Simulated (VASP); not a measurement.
Wanted: the native input for a VASP 6.6.1 run.

```
Task                               : single point
Functional                         : HSE06
Potentials or basis                : VASP PAW PBE potentials, release 64 (K_sv, I)
Cutoff                             : 520 eV
k mesh                             : 4 × 4 × 4
Occupations                        : gaussian, width 0.01 eV
Spin                               : no spin polarisation
Dipole correction                  : no
Grid for exact exchange (PRECFOCK) : Normal
Further INCAR settings             : ALGO = Normal; EDIFF = 1e-06; NBANDS = 15
Screening parameter                : 0.2079 1/Å
```

KI:

```
K I
1.0
     4.29109    0.00000    0.00000
     0.00000    4.29109    0.00000
     0.00000    0.00000    4.29109
K I
1 1
Cartesian
  0.0000 0.0000 0.0000
  2.1455 2.1455 2.1455
```

The input as run:

POSCAR

```
KI
1.0
    4.2910852121      0.0000000000      0.0000000000
    0.0000000000      4.2910852121      0.0000000000
    0.0000000000      0.0000000000      4.2910852121
K I
1 1
Direct
    0.0000000000      0.0000000000      0.0000000000
    0.5000000000      0.5000000000      0.5000000000
```

INCAR.step1

```
SYSTEM = KI
PREC = Accurate
ENCUT = 520
EDIFF = 1E-5
ISMEAR = 0
SIGMA = 0.01
LREAL = .False.
LASPH = .True.
NELM = 60
ALGO = Normal
ISIF = 2
LWAVE = .True.
LCHARG = .False.
GGA = PE
NBANDS = 15
```

INCAR.step2

```
SYSTEM = KI
PREC = Accurate
ENCUT = 520
EDIFF = 1E-6
ISMEAR = 0
SIGMA = 0.01
LREAL = .False.
LASPH = .True.
NELM = 60
ALGO = Normal
ISIF = 2
LWAVE = .False.
LCHARG = .False.
GGA = PE
LHFCALC = .True.
HFSCREEN = 0.2079
PRECFOCK = Normal
ISTART = 1
NBANDS = 15
```

KPOINTS

```
regular mesh
0
Gamma
  4 4 4
  0 0 0
```

Potentials or basis: VASP PAW PBE potentials, release 64 (K_sv, I).

The run is started by

```bash
$ cat potpaw_PBE.64/K_sv/POTCAR potpaw_PBE.64/I/POTCAR > POTCAR
$ cp INCAR.step1 INCAR
$ mpirun -np 1 vasp_std > vasp.out
$ cp INCAR.step2 INCAR
$ mpirun -np 1 vasp_std > vasp.out
```

It gave:

- Pressure: 0.3 GPa
- Band gap on the k mesh: 4.30 eV, indirect (least direct gap 4.69 eV)

Caveat: the PAW data sets were made with another functional, which shifts forces and pressure a little; spin-orbit coupling is left out, which moves the levels of the heavy elements.

It took 5.8 min on 1 thread of Intel(R) Xeon(R) Platinum 8375C CPU @ 2.90GHz (Ice Lake) (shared host), peak memory 0.29 GiB.
